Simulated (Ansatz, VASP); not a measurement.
# Ga in VASP and in Ansatz

INCAR

```
PREC = Accurate ; ENCUT = 520
EDIFF = 1E-7 ; ISMEAR = -1
SIGMA = 0.05 ; LREAL = F
LASPH = T ; NELM = 60
ALGO = Normal ; ISIF = 2
LWAVE = F ; LCHARG = F
GGA = PE ; NBANDS = 26
```

The input KPOINTS:

```
regular mesh
0
Gamma
  8 8 10
```

Contents of POSCAR:

```
Ga
1.0
    3.5304147870      0.0000000000      0.0000000000
   -1.7652073935      3.0574288914      0.0000000000
    0.0000000000      0.0000000000      2.1450848808
Ga
3
Direct
    0.0000000000      0.0000000000      0.0000000000
    0.3333333333      0.6666666667      0.5000000000
    0.6666666667      0.3333333333      0.5000000000
```

Input for Ansatz:

```yaml
crystal:
  lattice:
    - [3.530414787, 0.0, 0.0]
    - [-1.7652073935, 3.0574288914, 0.0]
    - [0.0, 0.0, 2.1450848808]
  atoms:
    - { symbol: Ga, position: [0.0, 0.0, 0.0] }
    - { symbol: Ga, position: [0.3333333333, 0.6666666667, 0.5] }
    - { symbol: Ga, position: [0.6666666667, 0.3333333333, 0.5] }
kpoints:
  mp_grid: { grid: [8, 8, 10] }
scf:
  occupations: { method: fermi_dirac, width: 0.05 }
hamiltonian:
  xc: pbe
  pseudopotentials: { kind: all_electron, datasets: crystal }
output:
  forces: true
  stress: true
  eigenvalues: true
```

Change from the starting cell: volume scaled by 0.4, crystal datasets.

Alike in both runs: task single point; functional PBE; k mesh 8 × 8 × 10; occupations fermi-dirac, width 0.05 eV; no spin polarisation.

```csv
,VASP,Ansatz
version,VASP 6.6.1,Ansatz 0.2.0
potentials or method,"VASP PAW PBE potentials, release 64 (Ga_d), cutoff 520 eV","all-electron PAW with datasets made for the crystal, scalar-relativistic"
```

```tsv
	VASP	Ansatz	Ansatz less VASP
pressure (GPa)	398.4	393.3	-5.02
traceless stress, the component that is largest in VASP (GPa)	-1.18	-0.37	+0.808
```

Both programs put the cell under a high pressure, so it lies far from rest at this level. Ansatz ran all-electron here, and VASP with PAW potentials.

Noted on VASP's run: the cell as given lies far from equilibrium.
